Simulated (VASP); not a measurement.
# SiO2 (P6_422) in VASP: further runs

SiO2 is run at these levels: PBE; tasks: single point.

Everything below comes from runs of VASP 6.6.1. Logs are shortened: lines on timing, memory, paths and dates and some standing lists are left out, and cuts for length are marked.

**1. The cell of the first run**

It takes space group P6_422 (No. 181, hexagonal). The conventional cell has a = 5.091 Å, b = 5.091 Å, c = 5.576 Å, α = 90.00°, β = 90.00°, γ = 120.00°. Within 2.2 Å of Si (site symmetry 222) lie 4 O at 1.62 Å. O (site symmetry 2) has 2 Si at 1.62 Å within 2.2 Å.

**2. Single point, PBE**

The input, INCAR:

```
  PREC = Accurate
  ENCUT = 520
  EDIFF = 1E-7
  ISMEAR = 0
  SIGMA = 0.02
  LREAL = F
  LASPH = T
  NELM = 100
  ALGO = Normal
  ISIF = 2
  LWAVE = F
  LCHARG = T
  GGA = PE
  LELF = T
  LVHAR = T
  NBANDS = 34
```

The input, KPOINTS:

```
regular mesh
0
Gamma
  6 6 4
```

The input, POSCAR:

```
SiO2
1.0
    5.0909756576      0.0000000000      0.0000000000
   -2.5454878288      4.4089142496      0.0000000000
    0.0000000000      0.0000000000      5.5763262088
Si O
3 6
Direct
    0.0000000000      0.5000000000      0.3333333333
    0.5000000000      0.5000000000      0.6666666667
    0.5000000000      0.0000000000      0.0000000000
    0.5850794225      0.7925397112      0.8333333333
    0.7925397112      0.5850794225      0.5000000000
    0.7925397112      0.2074602888      0.1666666667
    0.4149205775      0.2074602888      0.8333333333
    0.2074602888      0.4149205775      0.5000000000
    0.2074602888      0.7925397112      0.1666666667
```

Potentials or basis: VASP PAW PBE potentials, release 64 (Si, O).

Started as:

```console
$ cat potpaw_PBE.64/Si/POTCAR potpaw_PBE.64/O/POTCAR > POTCAR
$ mpirun -np 1 vasp_std > vasp.out
```

OUTCAR:

```text
PREC = Accurate
   ENCUT = 520
   EDIFF = 1E-7
   ISMEAR = 0
   LREAL = F
   LASPH = T
   NELM = 100
   ISIF = 2
   GGA = PE

 ion  position               nearest neighbor table
   1  0.000  0.500  0.333-   6 1.62   9 1.62   8 1.62   5 1.62
   2  0.500  0.500  0.667-   4 1.62   7 1.62   5 1.62   8 1.62
   3  0.500  0.000  0.000-   6 1.62   9 1.62   7 1.62   4 1.62
   4  0.585  0.793  0.833-   2 1.62   3 1.62
   5  0.793  0.585  0.500-   2 1.62   1 1.62
   6  0.793  0.207  0.167-   1 1.62   3 1.62
   7  0.415  0.207  0.833-   2 1.62   3 1.62
   8  0.207  0.415  0.500-   2 1.62   1 1.62
   9  0.207  0.793  0.167-   1 1.62   3 1.62

  LATTYP: Found a hexagonal cell.
 ALAT       =     5.0909756576
 C/A-ratio  =     1.0953354688

  Lattice vectors:

 A1 = (   5.0909756576,   0.0000000000,   0.0000000000)
 A2 = (  -2.5454878288,   4.4089142496,   0.0000000000)
 A3 = (   0.0000000000,   0.0000000000,   5.5763262088)

Analysis of symmetry for initial positions (statically):
=====================================================================
 Subroutine PRICEL returns:
 Original cell was already a primitive cell.

 Routine SETGRP: Setting up the symmetry group for a
 hexagonal supercell.

 Subroutine GETGRP returns: Found 12 space group operations
 (whereof  4 operations were pure point group operations)
 out of a pool of 24 trial point group operations.

The static configuration has the point symmetry D_2 .
 The point group associated with its full space group is D_6 .

Analysis of symmetry for dynamics (positions and initial velocities):
=====================================================================
 Subroutine PRICEL returns:
 Original cell was already a primitive cell.

 Routine SETGRP: Setting up the symmetry group for a
 hexagonal supercell.

 Subroutine GETGRP returns: Found 12 space group operations
 (whereof  4 operations were pure point group operations)
 out of a pool of 24 trial point group operations.

The dynamic configuration has the point symmetry D_2 .
 The point group associated with its full space group is D_6 .

 Subroutine INISYM returns: Found 12 space group operations
 (whereof  4 operations are pure point group operations),
 and found     1 'primitive' translations

----------------------------------------------------------------------------------------

                                     Primitive cell

  volume of cell :     125.1644

[... 105 lines left out ...]
   ISYM   =      2    0-nonsym 1-usesym 2-fastsym
   POTIM  = 0.5000    time-step for ionic-motion
   TEBEG  =    0.0;   TEEND  =   0.0 temperature during run
   PSTRESS=    0.0 pullay stress
   NELECT =      48.0000    total number of electrons
   NUPDOWN=      -1.0000    fix difference up-down
   EMIN   =  10.00;   EMAX   =-10.00  energy-range for DOS
   EFERMI =   0.00;   METHOD = LEGACY
   ISMEAR =     0;   SIGMA  =   0.02  broadening in eV -4-tet -1-fermi 0-gaus
   EFERMI_NEDOS =   21; number of points for ismear=-14 and -15
   IALGO  =     38    algorithm
   IMIX   =      4    mixing-type and parameters
     AMIX     =   0.40;   BMIX     =  1.00
     AMIX_MAG =   1.60;   BMIX_MAG =  1.00
  volume/ion in A,a.u.               =      13.91        93.85
  Fermi-wavevector in a.u.,A,eV,Ry     =   1.189401  2.247642 19.247818  1.414675
  Thomas-Fermi vector in A             =   2.325509
   LORBIT       =      0    0 simple, 1 ext, 2 COOP (PROOUT), +10 PAW based schemes
   GGA     = PE    functional components
   LHFCALC =     F    Hartree Fock is set to
   AEXX    =    0.0000 exact exchange contribution
   IVDW    =     0    specifies the selected vdW correction
   LEPSILON=     F    determine dielectric tensor
   LRPA    =     F    only Hartree local field effects (RPA)
 non-spin polarized calculation
 Gauss-broadening in eV      SIGMA  =   0.02
  energy-cutoff  :      520.00
  volume of cell :      125.16
 maximum number of plane-waves:      3408
 NGX is ok and might be reduce to    40
   NGX = 19   NGY = 19   NGZ = 21

 number of electron      47.9999977 magnetization

 Free energy of the ion-electron system (eV)
  ---------------------------------------------------
  ext. energy  EPLUGINS =         0.00000000
  ---------------------------------------------------
  free energy    TOTEN  =       -71.12128631 eV

  energy without entropy =      -71.12128631  energy(sigma->0) =      -71.12128631

 E-fermi :   0.4933     XC(G=0):  -8.6461

 val. band max:        0.3918475972   @ k =   0.5000   0.0000   0.0000
 cond. band min:       5.9796882461   @ k =   0.0000   0.0000   0.0000
 fundamental gap:      5.5878406489
 Fermi energy:         0.4932962740

 k-point     1 :       0.0000    0.0000    0.0000
  band No.  band energies     occupation
      1     -18.9213      2.00000
      2     -17.4993      2.00000
      3     -17.4993      2.00000
      4     -16.9045      2.00000
      5     -16.8815      2.00000
      6     -16.8815      2.00000
[... 766 lines left out ...]
     33      11.7946      0.00000
     34      11.8447      0.00000

------------------------ aborting loop because EDIFF is reached ----------------------------------------

  FORCE on cell =-STRESS in cart. coord.  units (eV):
  Direction    XX          YY          ZZ          XY          YZ          ZX
  --------------------------------------------------------------------------------------
  -------------------------------------------------------------------------------------
  Total        0.8383312      0.8383312      0.8634598     -0.0000000      0.0000000      0.0000000
  in kB       10.7311279     10.7311279     11.0527889     -0.0000000      0.0000000      0.0000000
  external PRESSURE =      10.8383482 kB  Pullay stress =       0.0000000 kB

 VOLUME and BASIS-vectors are now :
 -----------------------------------------------------------------------------
  energy-cutoff  :      520.00
  volume of cell :      125.16
      direct lattice vectors                 reciprocal lattice vectors
     5.090975658  0.000000000  0.000000000     0.196426003  0.113406606  0.000000000
    -2.545487829  4.408914250  0.000000000     0.000000000  0.226813211  0.000000000
     0.000000000  0.000000000  5.576326209     0.000000000  0.000000000  0.179329538

 POSITION                                       TOTAL-FORCE (eV/Angst)
 -----------------------------------------------------------------------------------
     -1.27274      2.20446      1.85878         0.000000     -0.000000     -0.000000
      1.27274      2.20446      3.71755        -0.000000     -0.000000     -0.000000
      2.54549      0.00000      0.00000        -0.000000     -0.000000     -0.000000
      0.96122      3.49424      4.64694        -0.007806     -0.004507      0.000000
      2.54549      2.57957      2.78816         0.000000     -0.009014     -0.000000
      3.50671      0.91467      0.92939        -0.007806      0.004507     -0.000000
      1.58426      0.91467      4.64694         0.007806      0.004507      0.000000
      0.00000      1.82935      2.78816         0.000000      0.009014     -0.000000
     -0.96122      3.49424      0.92939         0.007806     -0.004507      0.000000
 -----------------------------------------------------------------------------------
    total drift:                                0.000000     -0.000000     -0.000001

  FREE ENERGIE OF THE ION-ELECTRON SYSTEM (eV)
  ---------------------------------------------------
  free  energy   TOTEN  =       -71.1212863067 eV

  energy  without entropy=      -71.1212863067  energy(sigma->0) =      -71.12128631
```

Run time: 1.8 min. Hardware: 1 thread of Intel Xeon Platinum 8259CL at 2.50GHz (Skylake/Cascade Lake), shared host; peak memory 0.26 GiB.

Results:

* Free energy: -71.1213 eV
* Pressure: 1.1 GPa
* Largest force: 0.009 eV/Å
* Band gap on the k mesh: 5.59 eV, indirect (least direct gap 5.76 eV)

Forces on the atoms (eV/Å):
```
Si   0.000  0.000  0.000
Si   0.000  0.000  0.000
Si   0.000  0.000  0.000
O   -0.008 -0.005  0.000
O    0.000 -0.009  0.000
O   -0.008  0.005  0.000
O    0.008  0.005  0.000
O    0.000  0.009  0.000
O    0.008 -0.005  0.000
```

A k mesh can miss the band edges.

**3. Single point, PBE**

The input, INCAR:

```
SYSTEM = SiO2
PREC = Accurate ; ENCUT = 520
EDIFF = 1E-6 ; ISMEAR = 0
SIGMA = 0.02 ; LREAL = .FALSE.
LASPH = .TRUE. ; NELM = 100
ALGO = Normal ; ISIF = 2
LWAVE = .FALSE. ; LCHARG = .TRUE.
GGA = PE ; LELF = .TRUE.
LVHAR = .TRUE. ; NBANDS = 34
```

The input, KPOINTS:

```
Automatic mesh
0
G
  6 6 4
  0 0 0
```

POSCAR is that of step 2.

Potentials or basis: VASP PAW PBE potentials, release 64 (Si, O).

Started as:

```console
$ cat potpaw_PBE.64/Si/POTCAR potpaw_PBE.64/O/POTCAR > POTCAR
$ mpirun -np 1 vasp_std > vasp.out
```

It took 2 min on 1 thread of Intel Xeon Platinum 8259CL at 2.50GHz (Skylake/Cascade Lake), shared host; peak memory 0.26 GiB.

It converged, with:

| Property | Result |
| --- | --- |
| Free energy | -71.1213 eV |
| Pressure | 1.1 GPa |
| Largest force | 0.009 eV/Å |
| Band gap on the k mesh | 5.59 eV, indirect (least direct gap 5.76 eV) |

Forces on the atoms (eV/Å):
```
Si   0.000  0.000  0.000
Si   0.000  0.000  0.000
Si   0.000  0.000  0.000
O   -0.008 -0.004  0.000
O    0.000 -0.009  0.000
O   -0.008  0.004  0.000
O    0.008  0.004  0.000
O    0.000  0.009  0.000
O    0.008 -0.004  0.000
```

Levels at points of the mesh, in eV from the valence-band top:
| k point | band 21 | band 22 | band 23 | band 24 | band 25 | band 26 | band 27 | band 28 |
| --- | --- | --- | --- | --- | --- | --- | --- | --- |
| (0.00, 0.00, 0.00) | -0.97 | -0.45 | -0.45 | -0.17 | 5.59 | 8.88 | 8.88 | 9.15 |
| (0.50, 0.00, 0.00) | -1.12 | -0.96 | -0.34 | 0.00 | 7.63 | 8.46 | 9.55 | 9.57 |
| (0.00, 0.00, 0.50) | -1.13 | -0.29 | 0.00 | 0.00 | 7.41 | 7.41 | 8.42 | 9.71 |
| (0.50, 0.00, 0.50) | -0.89 | -0.71 | -0.67 | -0.33 | 8.33 | 8.93 | 9.21 | 9.39 |

**4. Single point, PBE**

This run uses another cell than the first one, of 14.01 Å³/atom, 1.007 times its volume.

The input, INCAR:

```
SYSTEM = SiO2
  PREC = Accurate
  ENCUT = 520
  EDIFF = 1E-6
  ISMEAR = 0
  SIGMA = 0.02
  LREAL = .FALSE.
  LASPH = .TRUE.
  NELM = 60
  ALGO = Normal
  ISIF = 2
  LWAVE = .FALSE.
  LCHARG = .FALSE.
  GGA = PE
  NBANDS = 34
```

The input, KPOINTS:

```
regular mesh
0
G
  6 6 4
  0 0 0
```

The input, POSCAR:

```
SiO2
1.0
    5.1053779309      0.0000000000      0.0000000000
   -2.5526889655      4.4213869841      0.0000000000
    0.0000000000      0.0000000000      5.5850467960
Si O
3 6
Direct
    0.0000000000      0.5000000000      0.3333333333
    0.5000000000      0.5000000000      0.6666666667
    0.5000000000      0.0000000000      0.0000000000
    0.5839605948      0.7919802974      0.8333333333
    0.7919802974      0.5839605948      0.5000000000
    0.7919802974      0.2080197026      0.1666666667
    0.4160394052      0.2080197026      0.8333333333
    0.2080197026      0.4160394052      0.5000000000
    0.2080197026      0.7919802974      0.1666666667
```

Started as:

```console
$ cat potpaw_PBE.64/Si/POTCAR potpaw_PBE.64/O/POTCAR > POTCAR
$ mpirun -np 1 vasp_std > vasp.out
```

It took 1.8 min on 1 thread of Intel Xeon Platinum 8259CL at 2.50GHz (Skylake/Cascade Lake), shared host; peak memory 0.26 GiB.

Results (log left out):

* Free energy: -71.1259 eV
* Pressure: 0.1 GPa
* Largest force: 0.012 eV/Å
* Band gap on the k mesh: 5.55 eV, indirect (least direct gap 5.73 eV)

Forces on the atoms (eV/Å):
```
Si   0.000  0.000  0.000
Si   0.000  0.000  0.000
Si   0.000  0.000  0.000
O   -0.011 -0.006  0.000
O    0.000 -0.012  0.000
O   -0.011  0.006  0.000
O    0.011  0.006  0.000
O    0.000  0.012  0.000
O    0.011 -0.006  0.000
```

Levels at points of the mesh, in eV from the valence-band top:
| k point | band 22 | band 23 | band 24 | band 25 | band 26 | band 27 |
| --- | --- | --- | --- | --- | --- | --- |
| (0.00, 0.00, 0.00) | -0.44 | -0.44 | -0.18 | 5.55 | 8.84 | 8.84 |
| (0.50, 0.00, 0.00) | -0.96 | -0.34 | 0.00 | 7.59 | 8.41 | 9.51 |
| (0.00, 0.00, 0.50) | -0.28 | 0.00 | 0.00 | 7.37 | 7.37 | 8.40 |
| (0.50, 0.00, 0.50) | -0.70 | -0.67 | -0.33 | 8.25 | 8.85 | 9.20 |

A k mesh can miss the band edges. As with any semilocal functional, this PBE gap is likely too small.

**5. Single point, PBE**

This run uses another cell than the first one, of 14.01 Å³/atom, 1.007 times its volume.

The input, INCAR:

```
PREC = Accurate
ENCUT = 520
EDIFF = 1E-6
ISMEAR = 0
SIGMA = 0.02
LREAL = F
LASPH = T
NELM = 60
ALGO = Normal
ISIF = 2
LWAVE = F
LCHARG = F
GGA = PE
NBANDS = 34
```

The input, KPOINTS:

```
regular mesh
0
Gamma
  6 6 4
```

POSCAR is that of step 4.

Started as:

```console
$ cat potpaw_PBE.64/Si/POTCAR potpaw_PBE.64/O/POTCAR > POTCAR
$ mpirun -np 1 vasp_std > vasp.out
```

It took 1.9 min on 1 thread of Intel Xeon Platinum 8259CL at 2.50GHz (Skylake/Cascade Lake), shared host; peak memory 0.26 GiB.

The run converged. Its results:

* Free energy: -71.1259 eV
* Pressure: 0.1 GPa
* Largest force: 0.012 eV/Å
* Band gap on the k mesh: 5.55 eV, indirect (least direct gap 5.73 eV)

Forces in eV/Å, atoms in the order of the input:
```
Si   0.000  0.000  0.000
Si   0.000  0.000  0.000
Si   0.000  0.000  0.000
O   -0.011 -0.006  0.000
O    0.000 -0.012  0.000
O   -0.011  0.006  0.000
O    0.011  0.006  0.000
O    0.000  0.012  0.000
O    0.011 -0.006  0.000
```

Levels at points of the mesh, in eV from the valence-band top:
| k point | band 20 | band 21 | band 22 | band 23 | band 24 | band 25 | band 26 | band 27 | band 28 | band 29 |
| --- | --- | --- | --- | --- | --- | --- | --- | --- | --- | --- |
| (0.00, 0.00, 0.00) | -0.96 | -0.96 | -0.44 | -0.44 | -0.18 | 5.55 | 8.84 | 8.84 | 9.09 | 9.09 |
| (0.50, 0.00, 0.00) | -1.14 | -1.11 | -0.96 | -0.34 | 0.00 | 7.59 | 8.41 | 9.51 | 9.54 | 9.55 |
| (0.00, 0.00, 0.50) | -1.77 | -1.11 | -0.28 | 0.00 | 0.00 | 7.37 | 7.37 | 8.40 | 9.66 | 9.66 |
| (0.50, 0.00, 0.50) | -1.28 | -0.88 | -0.70 | -0.67 | -0.33 | 8.25 | 8.85 | 9.20 | 9.37 | 9.73 |
